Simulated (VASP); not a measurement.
# MgS (Fm-3m) in VASP: settings compared

MgS is run at these levels: PBE, LDA; tasks: single point.

All numbers are computed with VASP 6.6.1; they aren't measurements. Logs are shortened: lines on timing, memory, paths and dates and some standing lists are left out, and cuts for length are marked.

## 1. The cell of the first run

It takes space group Fm-3m (No. 225, cubic). The conventional cell has a = 5.203 Å, b = 5.203 Å, c = 5.203 Å, α = 90.00°, β = 90.00°, γ = 90.00°. Within 3.4 Å of Mg (site symmetry m-3m) lie 6 S at 2.60 Å. Within 3.4 Å of S (site symmetry m-3m) lie 6 Mg at 2.60 Å.

## 2. Single point, PBE

Input file INCAR:

```
PREC = Accurate
ENCUT = 600
EDIFF = 1E-6
ISMEAR = 0
SIGMA = 0.01
LREAL = F
LASPH = T
NELM = 120
ALGO = Normal
ISIF = 2
LWAVE = F
LCHARG = F
GGA = PE
NBANDS = 11
GGA_COMPAT = F
```

Input file KPOINTS:

```
Automatic mesh
0
Gamma
  4 4 4
```

Input file POSCAR:

```
MgS
1.0
    0.0000000000      2.6015179373      2.6015179373
    2.6015179373      0.0000000000      2.6015179373
    2.6015179373      2.6015179373      0.0000000000
Mg S
1 1
Direct
    0.0000000000      0.0000000000      0.0000000000
    0.5000000000      0.5000000000      0.5000000000
```

Potentials or basis: VASP PAW PBE potentials, release 64 (Mg, S).

Run with:

```console
$ cat potpaw_PBE.64/Mg/POTCAR potpaw_PBE.64/S/POTCAR > POTCAR
$ mpirun -np 1 vasp_std > vasp.out
```

OUTCAR:

```text
PREC = Accurate
   ENCUT = 600
   EDIFF = 1E-6
   ISMEAR = 0
   LREAL = F
   LASPH = T
   NELM = 120
   ISIF = 2
   GGA = PE

 ion  position               nearest neighbor table
   1  0.000  0.000  0.000-   2 2.60   2 2.60   2 2.60   2 2.60   2 2.60   2 2.60
   2  0.500  0.500  0.500-   1 2.60   1 2.60   1 2.60   1 2.60   1 2.60   1 2.60

  LATTYP: Found a face centered cubic cell.
 ALAT       =     5.2030358746

  Lattice vectors:

 A1 = (   0.0000000000,   2.6015179373,   2.6015179373)
 A2 = (   2.6015179373,   0.0000000000,   2.6015179373)
 A3 = (   2.6015179373,   2.6015179373,   0.0000000000)

Analysis of symmetry for initial positions (statically):
=====================================================================
 Subroutine PRICEL returns:
 Original cell was already a primitive cell.

 Routine SETGRP: Setting up the symmetry group for a
 face centered cubic supercell.

 Subroutine GETGRP returns: Found 48 space group operations
 (whereof 48 operations were pure point group operations)
 out of a pool of 48 trial point group operations.

The static configuration has the point symmetry O_h .

Analysis of symmetry for dynamics (positions and initial velocities):
=====================================================================
 Subroutine PRICEL returns:
 Original cell was already a primitive cell.

 Routine SETGRP: Setting up the symmetry group for a
 face centered cubic supercell.

 Subroutine GETGRP returns: Found 48 space group operations
 (whereof 48 operations were pure point group operations)
 out of a pool of 48 trial point group operations.

The dynamic configuration has the point symmetry O_h .

 Subroutine INISYM returns: Found 48 space group operations
 (whereof 48 operations are pure point group operations),
 and found     1 'primitive' translations

----------------------------------------------------------------------------------------

                                     Primitive cell

  volume of cell :      35.2136

  direct lattice vectors                    reciprocal lattice vectors
     0.000000000  2.601517937  2.601517937    -0.192195484  0.192195484  0.192195484
     2.601517937  0.000000000  2.601517937     0.192195484 -0.192195484  0.192195484
     2.601517937  2.601517937  0.000000000     0.192195484  0.192195484 -0.192195484

  length of vectors
     3.679101950  3.679101950  3.679101950     0.332892344  0.332892344  0.332892344

[... 70 lines left out ...]
   ISYM   =      2    0-nonsym 1-usesym 2-fastsym
   POTIM  = 0.5000    time-step for ionic-motion
   TEBEG  =    0.0;   TEEND  =   0.0 temperature during run
   PSTRESS=    0.0 pullay stress
   NELECT =       8.0000    total number of electrons
   NUPDOWN=      -1.0000    fix difference up-down
   EMIN   =  10.00;   EMAX   =-10.00  energy-range for DOS
   EFERMI =   0.00;   METHOD = LEGACY
   ISMEAR =     0;   SIGMA  =   0.01  broadening in eV -4-tet -1-fermi 0-gaus
   EFERMI_NEDOS =   21; number of points for ismear=-14 and -15
   IALGO  =     38    algorithm
   IMIX   =      4    mixing-type and parameters
     AMIX     =   0.40;   BMIX     =  1.00
     AMIX_MAG =   1.60;   BMIX_MAG =  1.00
  volume/ion in A,a.u.               =      17.61       118.82
  Fermi-wavevector in a.u.,A,eV,Ry     =   0.998929  1.887702 13.576701  0.997859
  Thomas-Fermi vector in A             =   2.131185
   LORBIT       =      0    0 simple, 1 ext, 2 COOP (PROOUT), +10 PAW based schemes
   GGA     = PE    functional components
   LHFCALC =     F    Hartree Fock is set to
   AEXX    =    0.0000 exact exchange contribution
   IVDW    =     0    specifies the selected vdW correction
   LEPSILON=     F    determine dielectric tensor
   LRPA    =     F    only Hartree local field effects (RPA)
 non-spin polarized calculation
 Gauss-broadening in eV      SIGMA  =   0.01
  energy-cutoff  :      600.00
  volume of cell :       35.21
 maximum number of plane-waves:      1211
 NGX is ok and might be reduce to    30
   NGX = 15   NGY = 15   NGZ = 15

 number of electron       7.9999999 magnetization

 Free energy of the ion-electron system (eV)
  ---------------------------------------------------
  ext. energy  EPLUGINS =         0.00000000
  ---------------------------------------------------
  free energy    TOTEN  =        -8.45430046 eV

  energy without entropy =       -8.45430046  energy(sigma->0) =       -8.45430046

 E-fermi :   3.8858     XC(G=0):  -9.6807

 val. band max:        3.7549582908   @ k =   0.0000   0.0000   0.0000
 cond. band min:       6.5055971984   @ k =   0.5000   0.5000   0.0000
 fundamental gap:      2.7506389077
 Fermi energy:         3.8857936512

 k-point     1 :       0.0000    0.0000    0.0000
  band No.  band energies     occupation
      1      -8.9138      2.00000
      2       3.7550      2.00000
      3       3.7550      2.00000
      4       3.7550      2.00000
      5       7.4550      0.00000
      6      11.6906      0.00000
      7      11.6906      0.00000
      8      11.6906      0.00000
      9      14.0870      0.00000
     10      14.0870      0.00000
     11      16.2760      0.00000
[... 85 lines left out ...]
 k-point     8 :      -0.2500    0.5000    0.2500
  band No.  band energies     occupation
      1      -7.1855      2.00000
      2       0.5180      2.00000
      3       0.5180      2.00000
      4       1.3877      2.00000
      5       8.9875      0.00000
      6      11.7022      0.00000
      7      11.7022      0.00000
      8      11.8035      0.00000
      9      18.0790      0.00000
     10      18.0790      0.00000
     11      19.4495      0.00000

------------------------ aborting loop because EDIFF is reached ----------------------------------------

  FORCE on cell =-STRESS in cart. coord.  units (eV):
  Direction    XX          YY          ZZ          XY          YZ          ZX
  --------------------------------------------------------------------------------------
  -------------------------------------------------------------------------------------
  Total        0.2791165      0.2791165      0.2791165     -0.0000000      0.0000000      0.0000000
  in kB       12.6994714     12.6994714     12.6994714     -0.0000000      0.0000000      0.0000000
  external PRESSURE =      12.6994714 kB  Pullay stress =       0.0000000 kB

 VOLUME and BASIS-vectors are now :
 -----------------------------------------------------------------------------
  energy-cutoff  :      600.00
  volume of cell :       35.21
      direct lattice vectors                 reciprocal lattice vectors
     0.000000000  2.601517937  2.601517937    -0.192195484  0.192195484  0.192195484
     2.601517937  0.000000000  2.601517937     0.192195484 -0.192195484  0.192195484
     2.601517937  2.601517937  0.000000000     0.192195484  0.192195484 -0.192195484

 POSITION                                       TOTAL-FORCE (eV/Angst)
 -----------------------------------------------------------------------------------
      0.00000      0.00000      0.00000        -0.000000     -0.000000      0.000000
      2.60152      2.60152      2.60152         0.000000      0.000000     -0.000000
 -----------------------------------------------------------------------------------
    total drift:                               -0.000000     -0.000000      0.000000

  FREE ENERGIE OF THE ION-ELECTRON SYSTEM (eV)
  ---------------------------------------------------
  free  energy   TOTEN  =        -8.4543004569 eV

  energy  without entropy=       -8.4543004569  energy(sigma->0) =       -8.45430046
```

It took 5.8 s on 1 thread of Intel Xeon Platinum 8259CL at 2.50GHz (Skylake/Cascade Lake), shared host; peak memory 0.16 GiB.

Results:

* Free energy: -8.4543 eV
* Pressure: 1.3 GPa
* Band gap on the k mesh: 2.75 eV (least direct gap 3.70 eV)

Caveat: the k points lie up to 0.52 Å⁻¹ apart. A k mesh can miss the band edges.

## 3. Single point, LDA

Input file INCAR:

```
PREC     = Accurate       # precision mode
ENCUT    = 600            # plane-wave cutoff, eV
EDIFF    = 1E-6           # SCF threshold, eV
ISMEAR   = 0              # smearing method
SIGMA    = 0.01           # smearing width, eV
LREAL    = False          # projectors in reciprocal space
LASPH    = True           # aspherical terms in the spheres
NELM     = 120            # most SCF steps
ALGO     = Normal         # electronic algorithm
ISIF     = 2              # what is computed and relaxed
LWAVE    = False          # write WAVECAR
LCHARG   = False          # write CHGCAR
NBANDS   = 11             # bands
GGA_COMPAT= False
```

Input file KPOINTS:

```
regular mesh
0
Gamma
  6 6 6
```

POSCAR is that of step 2.

Potentials or basis: VASP PAW LDA potentials, release 64 (Mg, S).

Run with:

```console
$ cat potpaw_LDA.64/Mg/POTCAR potpaw_LDA.64/S/POTCAR > POTCAR
$ mpirun -np 1 vasp_std > vasp.out
```

OUTCAR:

```text
PREC = Accurate
   ENCUT = 600
   EDIFF = 1E-6
   ISMEAR = 0
   LREAL = False
   LASPH = True
   NELM = 120
   ISIF = 2

 ion  position               nearest neighbor table
   1  0.000  0.000  0.000-   2 2.60   2 2.60   2 2.60   2 2.60   2 2.60   2 2.60
   2  0.500  0.500  0.500-   1 2.60   1 2.60   1 2.60   1 2.60   1 2.60   1 2.60

  LATTYP: Found a face centered cubic cell.
 ALAT       =     5.2030358746

  Lattice vectors:

 A1 = (   0.0000000000,   2.6015179373,   2.6015179373)
[... 400 lines left out ...]
------------------------ aborting loop because EDIFF is reached ----------------------------------------

  FORCE on cell =-STRESS in cart. coord.  units (eV):
  Direction    XX          YY          ZZ          XY          YZ          ZX
  --------------------------------------------------------------------------------------
  -------------------------------------------------------------------------------------
  Total       -0.8330905     -0.8330905     -0.8330905     -0.0000000      0.0000000      0.0000000
  in kB      -37.9046345    -37.9046345    -37.9046345     -0.0000000      0.0000000      0.0000000
  external PRESSURE =     -37.9046345 kB  Pullay stress =       0.0000000 kB

 VOLUME and BASIS-vectors are now :
 -----------------------------------------------------------------------------
  energy-cutoff  :      600.00
  volume of cell :       35.21
      direct lattice vectors                 reciprocal lattice vectors
     0.000000000  2.601517937  2.601517937    -0.192195484  0.192195484  0.192195484
     2.601517937  0.000000000  2.601517937     0.192195484 -0.192195484  0.192195484
     2.601517937  2.601517937  0.000000000     0.192195484  0.192195484 -0.192195484

 POSITION                                       TOTAL-FORCE (eV/Angst)
 -----------------------------------------------------------------------------------
      0.00000      0.00000      0.00000        -0.000000      0.000000      0.000000
      2.60152      2.60152      2.60152         0.000000     -0.000000     -0.000000
 -----------------------------------------------------------------------------------
    total drift:                               -0.000000     -0.000000      0.000000

  FREE ENERGIE OF THE ION-ELECTRON SYSTEM (eV)
  ---------------------------------------------------
  free  energy   TOTEN  =        -9.5687422931 eV

  energy  without entropy=       -9.5687422931  energy(sigma->0) =       -9.56874229
```

OSZICAR:

```text
N       E                     dE             d eps       ncg     rms          rms(c)
DAV:   1     0.235155981347E+02    0.23516E+02   -0.37989E+03   360   0.668E+02
DAV:   2    -0.829906076422E+01   -0.31815E+02   -0.29049E+02   421   0.102E+02
DAV:   3    -0.999696778614E+01   -0.16979E+01   -0.16950E+01   437   0.248E+01
DAV:   4    -0.100076867055E+02   -0.10719E-01   -0.10718E-01   438   0.231E+00
DAV:   5    -0.100077510969E+02   -0.64391E-04   -0.64391E-04   433   0.180E-01    0.440E+00
DAV:   6    -0.962342166472E+01    0.38433E+00   -0.84175E-01   394   0.353E+00    0.338E+00
DAV:   7    -0.957435056492E+01    0.49071E-01   -0.18890E-01   403   0.179E+00    0.212E+00
DAV:   8    -0.956913505969E+01    0.52155E-02   -0.12336E-02   397   0.616E-01    0.853E-01
DAV:   9    -0.956877435801E+01    0.36070E-03   -0.66453E-04   400   0.133E-01    0.375E-01
DAV:  10    -0.956874979810E+01    0.24560E-04   -0.56566E-05   422   0.366E-02    0.157E-01
DAV:  11    -0.956874224104E+01    0.75571E-05   -0.36595E-05   397   0.259E-02    0.182E-02
DAV:  12    -0.956874229308E+01   -0.52039E-07   -0.38657E-07   230   0.438E-03
   1 F= -.95687423E+01 E0= -.95687423E+01  d E =-.520978E-48
```

It took 6.7 s on 1 thread of Intel Xeon Platinum 8259CL at 2.50GHz (Skylake/Cascade Lake), shared host; peak memory 0.14 GiB.

What came out:

- Free energy: -9.5687 eV
- Pressure: -3.8 GPa
- Band gap on the k mesh: 2.56 eV (least direct gap 3.49 eV)

Levels at points of the mesh, in eV from the valence-band top:
```tsv
k point	band 1	band 2	band 3	band 4	band 5	band 6	band 7	band 8	band 9
(0.00, 0.00, 0.00)	-12.64	0.00	0.00	0.00	3.49	7.84	7.84	7.84	10.26
(0.50, 0.00, 0.00)	-11.31	-4.91	-0.59	-0.59	4.38	6.74	6.74	9.84	11.94
(0.50, 0.50, 0.00)	-10.93	-4.25	-1.71	-1.71	2.56	4.25	11.79	12.76	13.09
```

Caveat: the cell stands under tension. A k mesh can miss the band edges.
